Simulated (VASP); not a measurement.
# Al2Cu (I4/mmm) in VASP: further runs, part 2 of 2

VASP 6.6.1. The steps go on from the part before.

### 4 Single point, PBE

This run uses another cell than the first one, of 13.24 Å³/atom.

The input, INCAR:

```
PREC = Accurate
ENCUT = 520
EDIFF = 1E-6
ISMEAR = 0
SIGMA = 0.15
LREAL = False
LASPH = True
NELM = 80
ALGO = Fast
ISIF = 2
LWAVE = False
LCHARG = False
GGA = PE
NBANDS = 16
```

The input, KPOINTS:

```
Automatic mesh
0
Gamma
  14 14 14
```

The input, POSCAR:

```
Al2Cu
1.0
   -1.9014808453      1.9014808453      2.7468500000
    1.9014808453     -1.9014808453      2.7468500000
    1.9014808453      1.9014808453     -2.7468500000
Al Cu
2 1
Direct
    0.7500000000      0.2500000000      0.5000000000
    0.2500000000      0.7500000000      0.5000000000
    0.5000000000      0.5000000000      0.0000000000
```

Potentials or basis: VASP PAW PBE potentials, release 64 (Al, Cu).

On the command line:

```sh
$ cat potpaw_PBE.64/Al/POTCAR potpaw_PBE.64/Cu/POTCAR > POTCAR
$ mpirun -np 1 vasp_std > vasp.out
```

OUTCAR:

```text
PREC = Accurate
   ENCUT = 520
   EDIFF = 1E-6
   ISMEAR = 0
   LREAL = False
   LASPH = True
   NELM = 80
   ISIF = 2
   GGA = PE

 ion  position               nearest neighbor table
   1  0.750  0.250  0.500-   3 2.35   3 2.35   3 2.35   3 2.35   2 2.69   2 2.69   2 2.69   2 2.69
                             2 2.75   2 2.75
   2  0.250  0.750  0.500-   3 2.35   3 2.35   3 2.35   3 2.35   1 2.69   1 2.69   1 2.69   1 2.69
                             1 2.75   1 2.75
   3  0.500  0.500  0.000-   2 2.35   1 2.35   1 2.35   2 2.35   1 2.35   2 2.35   2 2.35   1 2.35

  LATTYP: Found a body centered tetragonal cell.
 ALAT       =     3.8029616906
 C/A-ratio  =     1.4445846282

  Lattice vectors:

 A1 = (  -1.9014808453,   1.9014808453,   2.7468500000)
 A2 = (   1.9014808453,  -1.9014808453,   2.7468500000)
 A3 = (   1.9014808453,   1.9014808453,  -2.7468500000)

Analysis of symmetry for initial positions (statically):
=====================================================================
 Subroutine PRICEL returns:
 Original cell was already a primitive cell.

 Routine SETGRP: Setting up the symmetry group for a
 body centered tetragonal supercell.

 Subroutine GETGRP returns: Found 16 space group operations
 (whereof 16 operations were pure point group operations)
 out of a pool of 16 trial point group operations.

The static configuration has the point symmetry D_4h.

Analysis of symmetry for dynamics (positions and initial velocities):
=====================================================================
 Subroutine PRICEL returns:
 Original cell was already a primitive cell.

 Routine SETGRP: Setting up the symmetry group for a
 body centered tetragonal supercell.

 Subroutine GETGRP returns: Found 16 space group operations
 (whereof 16 operations were pure point group operations)
 out of a pool of 16 trial point group operations.

The dynamic configuration has the point symmetry D_4h.

 Subroutine INISYM returns: Found 16 space group operations
 (whereof 16 operations are pure point group operations),
 and found     1 'primitive' translations

----------------------------------------------------------------------------------------

                                     Primitive cell

  volume of cell :      39.7264

  direct lattice vectors                    reciprocal lattice vectors
    -1.901480845  1.901480845  2.746850000     0.000000000  0.262952951  0.182026685
     1.901480845 -1.901480845  2.746850000     0.262952951  0.000000000  0.182026685
     1.901480845  1.901480845 -2.746850000     0.262952951  0.262952951  0.000000000

  length of vectors
     3.844014013  3.844014013  3.844014013     0.319809269  0.319809269  0.371871630

  position of ions in fractional coordinates (direct lattice)
     0.750000000  0.250000000  0.500000000
     0.250000000  0.750000000  0.500000000
     0.500000000  0.500000000  0.000000000

  ion indices of the primitive-cell ions
   primitive index   ion index
                 1           1
                 2           2
                 3           3

----------------------------------------------------------------------------------------

 KPOINTS: Automatic mesh

Automatic generation of k-mesh.
[... 24 lines left out ...]
  0.071429  0.000000  0.000000      8.000000
  0.142857  0.000000  0.000000      8.000000
  0.214286  0.000000  0.000000      8.000000
  0.285714 -0.000000  0.000000      8.000000
  0.357143 -0.000000  0.000000      8.000000
[... 16 lines left out ...]
  0.214286  0.142857  0.000000     16.000000
  0.285714  0.142857  0.000000     16.000000
 [... further k-points ...]
   k-points           NKPTS =    244   k-points in BZ     NKDIM =    244   number of bands    NBANDS=     16
   number of dos      NEDOS =    301   number of ions     NIONS =      3
   total plane-waves  NPLWV =  27000
   dimension x,y,z NGX =    30 NGY =   30 NGZ =   30
   dimension x,y,z NGXF=    60 NGYF=   60 NGZF=   60
   ions per type =               2   1
   NGX,Y,Z   is equivalent  to a cutoff of  12.97, 12.97, 12.97 a.u.
   NGXF,Y,Z  is equivalent  to a cutoff of  25.95, 25.95, 25.95 a.u.
 SYSTEM =  unknown system
   PREC   = accura    normal or accurate (medium, high low for compatibility)
   ISTART =      0    job   : 0-new  1-cont  2-samecut
   ICHARG =      2    charge: 1-file 2-atom 10-const
   ISPIN  =      1    spin polarized calculation?
   LNONCOLLINEAR =      F non collinear calculations
   LSORBIT =      F    spin-orbit coupling
   LASPH  =      T    aspherical Exc in radial PAW
   ENCUT  =  520.0 eV  38.22 Ry    6.18 a.u.   7.15  7.15  7.15*2*pi/ulx,y,z
   NELM   =     80;   NELMIN=  2; NELMDL= -5     # of ELM steps
   EDIFF  = 0.1E-05   stopping-criterion for ELM
   LREAL  =      F    real-space projection
   EDIFFG = 0.1E-04   stopping-criterion for IOM
   NSW    =      0    number of steps for IOM
   IBRION =     -1    ionic relax: 0-MD 1-quasi-New 2-CG
   NFREE  =      0    steps in history (QN), initial steepest desc. (CG)
   ISIF   =      2    stress and relaxation
   ISYM   =      2    0-nonsym 1-usesym 2-fastsym
   POTIM  = 0.5000    time-step for ionic-motion
   TEBEG  =    0.0;   TEEND  =   0.0 temperature during run
   PSTRESS=    0.0 pullay stress
   NELECT =      17.0000    total number of electrons
   NUPDOWN=      -1.0000    fix difference up-down
   EMIN   =  10.00;   EMAX   =-10.00  energy-range for DOS
   EFERMI =   0.00;   METHOD = LEGACY
   ISMEAR =     0;   SIGMA  =   0.15  broadening in eV -4-tet -1-fermi 0-gaus
   EFERMI_NEDOS =   21; number of points for ismear=-14 and -15
   IALGO  =     68    algorithm
   IMIX   =      4    mixing-type and parameters
     AMIX     =   0.40;   BMIX     =  1.00
     AMIX_MAG =   1.60;   BMIX_MAG =  1.00
  volume/ion in A,a.u.               =      13.24        89.36
  Fermi-wavevector in a.u.,A,eV,Ry     =   1.233668  2.331294 20.707196  1.521936
  Thomas-Fermi vector in A             =   2.368389
   LORBIT       =      0    0 simple, 1 ext, 2 COOP (PROOUT), +10 PAW based schemes
   GGA     = PE    functional components
   LHFCALC =     F    Hartree Fock is set to
   AEXX    =    0.0000 exact exchange contribution
   IVDW    =     0    specifies the selected vdW correction
   LEPSILON=     F    determine dielectric tensor
   LRPA    =     F    only Hartree local field effects (RPA)
 non-spin polarized calculation
 RMM-DIIS sequential band-by-band and
 Gauss-broadening in eV      SIGMA  =   0.15
  energy-cutoff  :      520.00
  volume of cell :       39.73
 maximum number of plane-waves:      1082
 NGX is ok and might be reduce to    30
   NGX = 15   NGY = 15   NGZ = 15

 number of electron      17.0000006 magnetization

 Free energy of the ion-electron system (eV)
  ---------------------------------------------------
  ext. energy  EPLUGINS =         0.00000000
  ---------------------------------------------------
  free energy    TOTEN  =       -11.07868036 eV

  energy without entropy =      -11.06958070  energy(sigma->0) =      -11.07413053

 E-fermi :   9.0283     XC(G=0): -11.2442

 val. band max:        9.0243686880   @ k =  -0.0714   0.2857   0.0714
 cond. band min:       9.0389366589   @ k =  -0.1429  -0.2857   0.1429
 fundamental gap:      0.0145679709
 Fermi energy:         9.0283166934

 k-point     1 :       0.0000    0.0000    0.0000
  band No.  band energies     occupation
      1      -2.3861      2.00000
      2       3.6828      2.00000
      3       3.6828      2.00000
      4       3.7039      2.00000
      5       4.3147      2.00000
      6       4.3612      2.00000
[... 433 lines left out ...]
      3       3.7647      2.00000
      4       3.9200      2.00000
      5       4.2625      2.00000
      6       4.4298      2.00000
[... 8 lines left out ...]
     15      17.4464      0.00000
     16      20.8745      0.00000

 [... further k-points ...]

------------------------ aborting loop because EDIFF is reached ----------------------------------------

  FORCE on cell =-STRESS in cart. coord.  units (eV):
  Direction    XX          YY          ZZ          XY          YZ          ZX
  --------------------------------------------------------------------------------------
  -------------------------------------------------------------------------------------
  Total        7.5489483      7.5489483      6.8046268      0.0000000     -0.0000000     -0.0000000
  in kB      304.4515503    304.4515503    274.4328190      0.0000000     -0.0000000     -0.0000000
  external PRESSURE =     294.4453065 kB  Pullay stress =       0.0000000 kB

 VOLUME and BASIS-vectors are now :
 -----------------------------------------------------------------------------
  energy-cutoff  :      520.00
  volume of cell :       39.73
      direct lattice vectors                 reciprocal lattice vectors
    -1.901480845  1.901480845  2.746850000     0.000000000  0.262952951  0.182026685
     1.901480845 -1.901480845  2.746850000     0.262952951  0.000000000  0.182026685
     1.901480845  1.901480845 -2.746850000     0.262952951  0.262952951  0.000000000

 POSITION                                       TOTAL-FORCE (eV/Angst)
 -----------------------------------------------------------------------------------
      0.00000      1.90148      1.37342         0.000000     -0.000000      0.000000
      1.90148      0.00000      1.37342        -0.000000      0.000000     -0.000000
      0.00000      0.00000      2.74685        -0.000000      0.000000     -0.000000
 -----------------------------------------------------------------------------------
    total drift:                                0.000000     -0.000000      0.000000

  FREE ENERGIE OF THE ION-ELECTRON SYSTEM (eV)
  ---------------------------------------------------
  free  energy   TOTEN  =       -11.0786803620 eV

  energy  without entropy=      -11.0695807027  energy(sigma->0) =      -11.07413053
```

It took 6.8 min on 1 thread of Intel Xeon 8259CL, shared host; peak memory 0.28 GiB.

What came out:

```yaml
Free_energy: -11.0787 eV
Pressure: 29.4 GPa
Band_gap_on_the_k_mesh: zero (an odd number of electrons rules out a gap without spin polarisation)
```

Caveat: the cell stands under pressure.

### 5 Single point, PBE

This run uses another cell than the first one, of 13.47 Å³/atom.

The input, INCAR:

```
  PREC = Accurate
  ENCUT = 520
  EDIFF = 1E-6
  ISMEAR = 0
  SIGMA = 0.15
  LREAL = False
  LASPH = True
  NELM = 100
  ALGO = Fast
  ISIF = 2
  LWAVE = False
  LCHARG = False
  GGA = PE
  NBANDS = 16
```

KPOINTS is that of step 4.

The input, POSCAR:

```
Al2Cu
1.0
   -1.9014808453      1.9014808453      2.7950000000
    1.9014808453     -1.9014808453      2.7950000000
    1.9014808453      1.9014808453     -2.7950000000
Al Cu
2 1
Direct
    0.7500000000      0.2500000000      0.5000000000
    0.2500000000      0.7500000000      0.5000000000
    0.5000000000      0.5000000000      0.0000000000
```

Potentials or basis: VASP PAW PBE potentials, release 64 (Al, Cu).

On the command line:

```sh
$ cat potpaw_PBE.64/Al/POTCAR potpaw_PBE.64/Cu/POTCAR > POTCAR
$ mpirun -np 1 vasp_std > vasp.out
```

OUTCAR:

```text
PREC = Accurate
   ENCUT = 520
   EDIFF = 1E-6
   ISMEAR = 0
   LREAL = False
   LASPH = True
   NELM = 100
   ISIF = 2
   GGA = PE

 ion  position               nearest neighbor table
   1  0.750  0.250  0.500-   3 2.36   3 2.36   3 2.36   3 2.36   2 2.69   2 2.69   2 2.69   2 2.69
                             2 2.79   2 2.79
   2  0.250  0.750  0.500-   3 2.36   3 2.36   3 2.36   3 2.36   1 2.69   1 2.69   1 2.69   1 2.69
                             1 2.79   1 2.79
   3  0.500  0.500  0.000-   2 2.36   1 2.36   1 2.36   2 2.36   1 2.36   2 2.36   2 2.36   1 2.36

  LATTYP: Found a body centered tetragonal cell.
 ALAT       =     3.8029616906
 C/A-ratio  =     1.4699069974

  Lattice vectors:

 A1 = (  -1.9014808453,   1.9014808453,   2.7950000000)
 A2 = (   1.9014808453,  -1.9014808453,   2.7950000000)
 A3 = (   1.9014808453,   1.9014808453,  -2.7950000000)

Analysis of symmetry for initial positions (statically):
=====================================================================
 Subroutine PRICEL returns:
 Original cell was already a primitive cell.

 Routine SETGRP: Setting up the symmetry group for a
 body centered tetragonal supercell.

 Subroutine GETGRP returns: Found 16 space group operations
 (whereof 16 operations were pure point group operations)
 out of a pool of 16 trial point group operations.

The static configuration has the point symmetry D_4h.

Analysis of symmetry for dynamics (positions and initial velocities):
=====================================================================
 Subroutine PRICEL returns:
 Original cell was already a primitive cell.

 Routine SETGRP: Setting up the symmetry group for a
 body centered tetragonal supercell.

 Subroutine GETGRP returns: Found 16 space group operations
 (whereof 16 operations were pure point group operations)
 out of a pool of 16 trial point group operations.

The dynamic configuration has the point symmetry D_4h.

 Subroutine INISYM returns: Found 16 space group operations
[... 121 lines left out ...]
  Fermi-wavevector in a.u.,A,eV,Ry     =   1.226542  2.317829 20.468690  1.504406
  Thomas-Fermi vector in A             =   2.361539
   LORBIT       =      0    0 simple, 1 ext, 2 COOP (PROOUT), +10 PAW based schemes
   GGA     = PE    functional components
   LHFCALC =     F    Hartree Fock is set to
   AEXX    =    0.0000 exact exchange contribution
   IVDW    =     0    specifies the selected vdW correction
   LEPSILON=     F    determine dielectric tensor
   LRPA    =     F    only Hartree local field effects (RPA)
 non-spin polarized calculation
 RMM-DIIS sequential band-by-band and
 Gauss-broadening in eV      SIGMA  =   0.15
  energy-cutoff  :      520.00
  volume of cell :       40.42
 maximum number of plane-waves:      1106
 NGX is ok and might be reduce to    30
   NGX = 15   NGY = 15   NGZ = 15

 number of electron      17.0000001 magnetization

 Free energy of the ion-electron system (eV)
  ---------------------------------------------------
  ext. energy  EPLUGINS =         0.00000000
  ---------------------------------------------------
  free energy    TOTEN  =       -11.18658818 eV

  energy without entropy =      -11.17722425  energy(sigma->0) =      -11.18190622

 E-fermi :   8.8243     XC(G=0): -11.1676

 val. band max:        8.8231181562   @ k =  -0.1429  -0.4286   0.0714
 cond. band min:       8.8317366184   @ k =  -0.1429   0.1429   0.0714
 fundamental gap:      0.0086184622
 Fermi energy:         8.8242929072

 k-point     1 :       0.0000    0.0000    0.0000
  band No.  band energies     occupation
      1      -2.4708      2.00000
      2       3.5583      2.00000
      3       3.5583      2.00000
      4       3.5957      2.00000
      5       4.1674      2.00000
      6       4.2496      2.00000
[... 433 lines left out ...]
      3       3.6429      2.00000
      4       3.7980      2.00000
      5       4.1302      2.00000
      6       4.2936      2.00000
[... 8 lines left out ...]
     15      17.2369      0.00000
     16      20.5536      0.00000

 [... further k-points ...]

------------------------ aborting loop because EDIFF is reached ----------------------------------------

  FORCE on cell =-STRESS in cart. coord.  units (eV):
  Direction    XX          YY          ZZ          XY          YZ          ZX
  --------------------------------------------------------------------------------------
  -------------------------------------------------------------------------------------
  Total        6.9733225      6.9733225      5.7061113      0.0000000     -0.0000000      0.0000000
  in kB      276.3914587    276.3914587    226.1648493      0.0000000     -0.0000000      0.0000000
  external PRESSURE =     259.6492556 kB  Pullay stress =       0.0000000 kB

 VOLUME and BASIS-vectors are now :
 -----------------------------------------------------------------------------
  energy-cutoff  :      520.00
  volume of cell :       40.42
      direct lattice vectors                 reciprocal lattice vectors
    -1.901480845  1.901480845  2.795000000     0.000000000  0.262952951  0.178890877
     1.901480845 -1.901480845  2.795000000     0.262952951  0.000000000  0.178890877
     1.901480845  1.901480845 -2.795000000     0.262952951  0.262952951  0.000000000

 POSITION                                       TOTAL-FORCE (eV/Angst)
 -----------------------------------------------------------------------------------
      0.00000      1.90148      1.39750         0.000000      0.000000      0.000000
      1.90148      0.00000      1.39750        -0.000000     -0.000000     -0.000000
      0.00000      0.00000      2.79500         0.000000     -0.000000     -0.000000
 -----------------------------------------------------------------------------------
    total drift:                                0.000000     -0.000000      0.000000

  FREE ENERGIE OF THE ION-ELECTRON SYSTEM (eV)
  ---------------------------------------------------
  free  energy   TOTEN  =       -11.1865881790 eV

  energy  without entropy=      -11.1772242549  energy(sigma->0) =      -11.18190622
```

Run time: 7.1 min. Hardware: 1 thread of Intel Xeon 8259CL, shared host; peak memory 0.28 GiB.

What came out:

```yaml
Free_energy: -11.1866 eV
Pressure: 26.0 GPa
Band_gap_on_the_k_mesh: zero (an odd number of electrons rules out a gap without spin polarisation)
```

Caveat: the cell stands under pressure.

### 6 Single point, PBE

This run uses another cell than the first one, of 13.71 Å³/atom.

The input, INCAR:

```
SYSTEM = Al2Cu
PREC = Accurate
ENCUT = 520
EDIFF = 1E-6
ISMEAR = 0
SIGMA = 0.15
LREAL = .False.
LASPH = .True.
NELM = 80
ALGO = Fast
ISIF = 2
LWAVE = .False.
LCHARG = .False.
GGA = PE
NBANDS = 16
```

The input, KPOINTS:

```
Automatic mesh
0
Gamma
  14 14 14
  0 0 0
```

The input, POSCAR:

```
Al2Cu
1.0
   -1.9014808453      1.9014808453      2.8432000000
    1.9014808453     -1.9014808453      2.8432000000
    1.9014808453      1.9014808453     -2.8432000000
Al Cu
2 1
Direct
    0.7500000000      0.2500000000      0.5000000000
    0.2500000000      0.7500000000      0.5000000000
    0.5000000000      0.5000000000      0.0000000000
```

Potentials or basis: VASP PAW PBE potentials, release 64 (Al, Cu).

On the command line:

```sh
$ cat potpaw_PBE.64/Al/POTCAR potpaw_PBE.64/Cu/POTCAR > POTCAR
$ mpirun -np 1 vasp_std > vasp.out
```

Run time: 6.2 min. Hardware: 1 thread of Intel Xeon 8259CL, shared host; peak memory 0.28 GiB.

The run converged. Its results:

| Item | Value |
| --- | --- |
| Free energy | -11.2746 eV |
| Pressure | 22.5 GPa |
| Band gap on the k mesh | zero (an odd number of electrons rules out a gap without spin polarisation) |

Stress tensor (GPa, compression positive):
```
24.76  0.00  0.00
 0.00 24.76  0.00
 0.00  0.00 18.02
```

Levels at points of the mesh, in eV from the Fermi level:
```
           k point  band 6  band 7  band 8  band 9  band 10  band 11  band 12  band 13
(0.00, 0.00, 0.00)   -4.49    2.65    3.11    3.11     3.19     3.19     3.84     5.87
(0.50, 0.00, 0.00)   -4.46   -4.38    0.31    0.90     2.89     3.39     4.95     4.97
(0.50, 0.50, 0.00)   -4.37   -4.06   -2.58   -2.16     0.67     1.37     9.33    10.85
(0.50, 0.50, 0.50)   -4.31   -4.29   -1.96   -1.96     1.42     1.69     9.39    12.37
```

Caveat: the cell stands under pressure.

### 7 The runs side by side

```csv
cell,further INCAR settings,gap on the mesh (eV),pressure (GPa)
"a = 4.123 Å, angles 120.5, 120.5, 89.1°, 3 atoms",ALGO = Fast; EDIFF = 1e-07; NBANDS = 16,none,-1.4
"a = 4.158 Å, angles 121.1, 121.1, 88.1°, 3 atoms",ALGO = Fast; EDIFF = 1e-06; NBANDS = 16,none,-2.8
"a = 3.844 Å, angles 120.7, 120.7, 88.8°, 3 atoms",ALGO = Fast; EDIFF = 1e-06; NBANDS = 16,none,29.4
"a = 3.879 Å, angles 121.3, 121.3, 87.8°, 3 atoms",ALGO = Fast; EDIFF = 1e-06; NBANDS = 16,none,26.0
"a = 3.913 Å, angles 121.9, 121.9, 86.8°, 3 atoms",ALGO = Fast; EDIFF = 1e-06; NBANDS = 16,none,22.5
```

Alike in all rows: task single point; level PBE; potentials or basis VASP PAW PBE potentials, release 64 (Al, Cu); no spin polarisation; k mesh 14 × 14 × 14; cutoff (eV) 520; smearing gaussian 0.15 eV.

Caveats: the cell stands under pressure (at least some runs).

Absolute energies hang on the potentials; compare differences alone.
